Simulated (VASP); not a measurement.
# Hg (I4/mmm) in VASP: further runs

Runs on Hg. Level: PBEsol. Tasks: single point.

Program: VASP 6.6.1. These are calculated values, not measurements. Logs are shortened: lines on timing, memory, paths and dates and some standing lists are left out, and cuts for length are marked.

## (1) The cell of the first run

Symmetry: I4/mmm, No. 139, tetragonal system. Conventional cell: a = 4.015 Å, b = 4.015 Å, c = 3.605 Å, α = 90.00°, β = 90.00°, γ = 90.00°. Within 4.4 Å of Hg (site symmetry 4/mmm) lie 14 Hg at 3.36 to 4.02 Å.

## (2) Single point, PBEsol (strain -0.030 along x and y, +0.000 along z)

Input file INCAR:

```
PREC     = Accurate       # precision mode
ENCUT    = 520            # plane-wave cutoff, eV
EDIFF    = 1E-6           # SCF threshold, eV
ISMEAR   = 0              # smearing method
SIGMA    = 0.15           # smearing width, eV
LREAL    = F              # projectors in reciprocal space
LASPH    = T              # aspherical terms in the spheres
NELM     = 80             # most SCF steps
ALGO     = Fast           # electronic algorithm
ISIF     = 2              # what is computed and relaxed
LWAVE    = F              # write WAVECAR
LCHARG   = T              # write CHGCAR
GGA      = PS             # functional
LELF     = T              # ELF
LVHAR    = T            
NBANDS   = 12             # bands
```

Input file KPOINTS:

```
Automatic mesh
0
Gamma
  18 18 18
```

Input file POSCAR:

```
Hg
1.0
   -2.0076041500      2.0076041500      1.8022580000
    2.0076041500     -2.0076041500      1.8022580000
    2.0076041500      2.0076041500     -1.8022580000
Hg
1
Direct
    0.0000000000      0.0000000000      0.0000000000
```

Potentials or basis: VASP PAW PBE potentials, release 64 (Hg).

The run is started by

```
$ cat potpaw_PBE.64/Hg/POTCAR > POTCAR
$ mpirun -np 1 vasp_std > vasp.out
```

OUTCAR:

```text
PREC = Accurate
   ENCUT = 520
   EDIFF = 1E-6
   ISMEAR = 0
   LREAL = F
   LASPH = T
   NELM = 80
   ISIF = 2
   GGA = PS

 ion  position               nearest neighbor table
   1  0.000  0.000  0.000-

  LATTYP: Found a body centered tetragonal cell.
 ALAT       =     4.0152083000
 C/A-ratio  =     0.8977158171

  Lattice vectors:

 A1 = (  -2.0076041500,   2.0076041500,   1.8022580000)
 A2 = (   2.0076041500,  -2.0076041500,   1.8022580000)
 A3 = (   2.0076041500,   2.0076041500,  -1.8022580000)

Analysis of symmetry for initial positions (statically):
=====================================================================
 Subroutine PRICEL returns:
 Original cell was already a primitive cell.

 Routine SETGRP: Setting up the symmetry group for a
 body centered tetragonal supercell.

 Subroutine GETGRP returns: Found 16 space group operations
 (whereof 16 operations were pure point group operations)
 out of a pool of 16 trial point group operations.

The static configuration has the point symmetry D_4h.

Analysis of symmetry for dynamics (positions and initial velocities):
=====================================================================
 Subroutine PRICEL returns:
 Original cell was already a primitive cell.

 Routine SETGRP: Setting up the symmetry group for a
 body centered tetragonal supercell.

 Subroutine GETGRP returns: Found 16 space group operations
 (whereof 16 operations were pure point group operations)
 out of a pool of 16 trial point group operations.

The dynamic configuration has the point symmetry D_4h.

 Subroutine INISYM returns: Found 16 space group operations
 (whereof 16 operations are pure point group operations),
 and found     1 'primitive' translations

----------------------------------------------------------------------------------------

                                     Primitive cell

  volume of cell :      29.0558

  direct lattice vectors                    reciprocal lattice vectors
    -2.007604150  2.007604150  1.802258000     0.000000000  0.249053082  0.277429758
     2.007604150 -2.007604150  1.802258000     0.249053082  0.000000000  0.277429758
     2.007604150  2.007604150 -1.802258000     0.249053082  0.249053082  0.000000000

  length of vectors
     3.362897968  3.362897968  3.362897968     0.372819940  0.372819940  0.352214246

  position of ions in fractional coordinates (direct lattice)
     0.000000000  0.000000000  0.000000000

  ion indices of the primitive-cell ions
   primitive index   ion index
                 1           1

----------------------------------------------------------------------------------------

 KPOINTS: Automatic mesh

Automatic generation of k-mesh.
 Grid dimensions read from file:
 generate k-points for:   18   18   18

 Generating k-lattice:

  Cartesian coordinates                     Fractional coordinates (reciprocal lattice)
     0.000000000  0.013836282  0.015412764     0.055555556  0.000000000  0.000000000
     0.013836282  0.000000000  0.015412764     0.000000000  0.055555556  0.000000000
     0.013836282  0.013836282  0.000000000     0.000000000  0.000000000  0.055555556

  Length of vectors
     0.020712219  0.020712219  0.019567458

  Shift w.r.t. Gamma in fractional coordinates (k-lattice)
     0.000000000  0.000000000  0.000000000

 Subroutine IBZKPT returns following result:
 ===========================================

 Found    480 irreducible k-points:

 Following reciprocal coordinates:
            Coordinates               Weight
  0.000000  0.000000  0.000000      1.000000
  0.055556  0.000000 -0.000000      8.000000
  0.111111  0.000000 -0.000000      8.000000
  0.166667  0.000000 -0.000000      8.000000
  0.222222  0.000000  0.000000      8.000000
  0.277778  0.000000  0.000000      8.000000
[... 16 lines left out ...]
 -0.277778  0.055556 -0.000000     16.000000
 -0.222222  0.055556  0.000000     16.000000
 [... further k-points ...]
   k-points           NKPTS =    480   k-points in BZ     NKDIM =    480   number of bands    NBANDS=     12
   number of dos      NEDOS =    301   number of ions     NIONS =      1
   total plane-waves  NPLWV =  21952
   dimension x,y,z NGX =    28 NGY =   28 NGZ =   28
   dimension x,y,z NGXF=    56 NGYF=   56 NGZF=   56
   ions per type =               1
   NGX,Y,Z   is equivalent  to a cutoff of  13.84, 13.84, 13.84 a.u.
   NGXF,Y,Z  is equivalent  to a cutoff of  27.68, 27.68, 27.68 a.u.
 SYSTEM =  unknown system
   PREC   = accura    normal or accurate (medium, high low for compatibility)
   ISTART =      0    job   : 0-new  1-cont  2-samecut
   ICHARG =      2    charge: 1-file 2-atom 10-const
   ISPIN  =      1    spin polarized calculation?
   LNONCOLLINEAR =      F non collinear calculations
   LSORBIT =      F    spin-orbit coupling
   LASPH  =      T    aspherical Exc in radial PAW
   ENCUT  =  520.0 eV  38.22 Ry    6.18 a.u.   6.25  6.25  6.25*2*pi/ulx,y,z
   NELM   =     80;   NELMIN=  2; NELMDL= -5     # of ELM steps
   EDIFF  = 0.1E-05   stopping-criterion for ELM
   LREAL  =      F    real-space projection
   EDIFFG = 0.1E-04   stopping-criterion for IOM
   NSW    =      0    number of steps for IOM
   IBRION =     -1    ionic relax: 0-MD 1-quasi-New 2-CG
   NFREE  =      0    steps in history (QN), initial steepest desc. (CG)
   ISIF   =      2    stress and relaxation
   ISYM   =      2    0-nonsym 1-usesym 2-fastsym
   POTIM  = 0.5000    time-step for ionic-motion
   TEBEG  =    0.0;   TEEND  =   0.0 temperature during run
   PSTRESS=    0.0 pullay stress
   NELECT =      12.0000    total number of electrons
   NUPDOWN=      -1.0000    fix difference up-down
   EMIN   =  10.00;   EMAX   =-10.00  energy-range for DOS
   EFERMI =   0.00;   METHOD = LEGACY
   ISMEAR =     0;   SIGMA  =   0.15  broadening in eV -4-tet -1-fermi 0-gaus
   EFERMI_NEDOS =   21; number of points for ismear=-14 and -15
   IALGO  =     68    algorithm
   IMIX   =      4    mixing-type and parameters
     AMIX     =   0.40;   BMIX     =  1.00
     AMIX_MAG =   1.60;   BMIX_MAG =  1.00
  volume/ion in A,a.u.               =      29.06       196.08
  Fermi-wavevector in a.u.,A,eV,Ry     =   1.219151  2.303862 20.222740  1.486329
  Thomas-Fermi vector in A             =   2.354413
   LORBIT       =      0    0 simple, 1 ext, 2 COOP (PROOUT), +10 PAW based schemes
   GGA     = PS    functional components
   LHFCALC =     F    Hartree Fock is set to
   AEXX    =    0.0000 exact exchange contribution
   IVDW    =     0    specifies the selected vdW correction
   LEPSILON=     F    determine dielectric tensor
   LRPA    =     F    only Hartree local field effects (RPA)
 non-spin polarized calculation
 RMM-DIIS sequential band-by-band and
 Gauss-broadening in eV      SIGMA  =   0.15
  energy-cutoff  :      520.00
  volume of cell :       29.06
 maximum number of plane-waves:       803
 NGX is ok and might be reduce to    28
   NGX = 13   NGY = 13   NGZ = 13

 number of electron      12.0000001 magnetization

 Free energy of the ion-electron system (eV)
  ---------------------------------------------------
  ext. energy  EPLUGINS =         0.00000000
  ---------------------------------------------------
  free energy    TOTEN  =        -0.49417399 eV

  energy without entropy =       -0.49187949  energy(sigma->0) =       -0.49302674

 E-fermi :   0.9980     XC(G=0):  -9.9362

 val. band max:        0.9738563213   @ k =   0.4444   0.0556   0.0000
 cond. band min:       1.0269992498   @ k =   0.5000   0.5000   0.1667
 fundamental gap:      0.0531429285
 Fermi energy:         0.9980221049

 k-point     1 :       0.0000    0.0000    0.0000
  band No.  band energies     occupation
      1      -6.4636      2.00000
      2      -5.5118      2.00000
      3      -5.2888      2.00000
      4      -5.2888      2.00000
      5      -4.9418      2.00000
      6      -4.6988      2.00000
      7      13.6565      0.00000
      8      13.6565      0.00000
      9      15.6406      0.00000
     10      15.9136      0.00000
     11      15.9136      0.00000
     12      16.5304      0.00000

 k-point     2 :       0.0556    0.0000   -0.0000
  band No.  band energies     occupation
      1      -6.3900      2.00000
      2      -5.5012      2.00000
      3      -5.2873      2.00000
      4      -5.2829      2.00000
      5      -4.9368      2.00000
      6      -4.7082      2.00000
      7      13.3755      0.00000
      8      13.4785      0.00000
      9      14.8493      0.00000
     10      15.6785      0.00000
     11      15.7458      0.00000
     12      16.3447      0.00000

 k-point     3 :       0.1111    0.0000   -0.0000
  band No.  band energies     occupation
      1      -6.1787      2.00000
      2      -5.4889      2.00000
      3      -5.2771      2.00000
      4      -5.2462      2.00000
      5      -4.9199      2.00000
      6      -4.7328      2.00000
      7      12.4071      0.00000
      8      12.9755      0.00000
      9      13.4204      0.00000
     10      15.1300      0.00000
     11      15.4119      0.00000
     12      16.4251      0.00000
[... 286 lines left out ...]
 k-point    23 :      -0.2778    0.0556   -0.0000
  band No.  band energies     occupation
      1      -5.6583      2.00000
      2      -5.5664      2.00000
      3      -4.9890      2.00000
      4      -4.8735      2.00000
      5      -4.7984      2.00000
      6      -4.5120      2.00000
      7       7.7398      0.00000
      8      10.2572      0.00000
      9      11.5391      0.00000
     10      14.1063      0.00000
     11      15.5206      0.00000
     12      17.8977      0.00000

 k-point    24 :      -0.2222    0.0556    0.0000
  band No.  band energies     occupation
      1      -5.7416      2.00000
      2      -5.5178      2.00000
      3      -5.2046      2.00000
      4      -4.9853      2.00000
      5      -4.8877      2.00000
      6      -4.7544      2.00000
      7       9.5503      0.00000
      8      11.0643      0.00000
      9      12.3095      0.00000
     10      14.3983      0.00000
     11      15.8591      0.00000
     12      17.2303      0.00000

 [... further k-points ...]
[... 5 lines left out ...]
  --------------------------------------------------------------------------------------
  -------------------------------------------------------------------------------------
  Total       -0.5553642     -0.5553642     -0.5415482      0.0000000      0.0000000      0.0000000
  in kB      -30.6235355    -30.6235355    -29.8617029      0.0000000      0.0000000      0.0000000
  external PRESSURE =     -30.3695913 kB  Pullay stress =       0.0000000 kB

 VOLUME and BASIS-vectors are now :
 -----------------------------------------------------------------------------
  energy-cutoff  :      520.00
  volume of cell :       29.06
      direct lattice vectors                 reciprocal lattice vectors
    -2.007604150  2.007604150  1.802258000     0.000000000  0.249053082  0.277429758
     2.007604150 -2.007604150  1.802258000     0.249053082  0.000000000  0.277429758
     2.007604150  2.007604150 -1.802258000     0.249053082  0.249053082  0.000000000

 POSITION                                       TOTAL-FORCE (eV/Angst)
 -----------------------------------------------------------------------------------
      0.00000      0.00000      0.00000         0.000000     -0.000000      0.000000
 -----------------------------------------------------------------------------------
    total drift:                               -0.000000     -0.000000     -0.000000

  FREE ENERGIE OF THE ION-ELECTRON SYSTEM (eV)
  ---------------------------------------------------
  free  energy   TOTEN  =        -0.4941739903 eV

  energy  without entropy=       -0.4918794898  energy(sigma->0) =       -0.49302674
```

Wall time 2.1 min (1 thread of Intel Xeon 6975P-C, shared host); peak memory 0.29 GiB.

What came out:

```yaml
Free_energy: -0.4942 eV
Pressure: -3.0 GPa
Band_gap_on_the_k_mesh: zero (band 6 reaches 2.65 eV, above the bottom of band 7 at 0.22 eV)
```

Caveat: the cell differs from its parent crystal (strain -0.030 along x and y, +0.000 along z); the PAW data sets were made with another functional, which shifts forces and pressure a little; spin-orbit coupling is left out, which moves the levels of the heavy elements.

(Continued in part 2 of 2.)
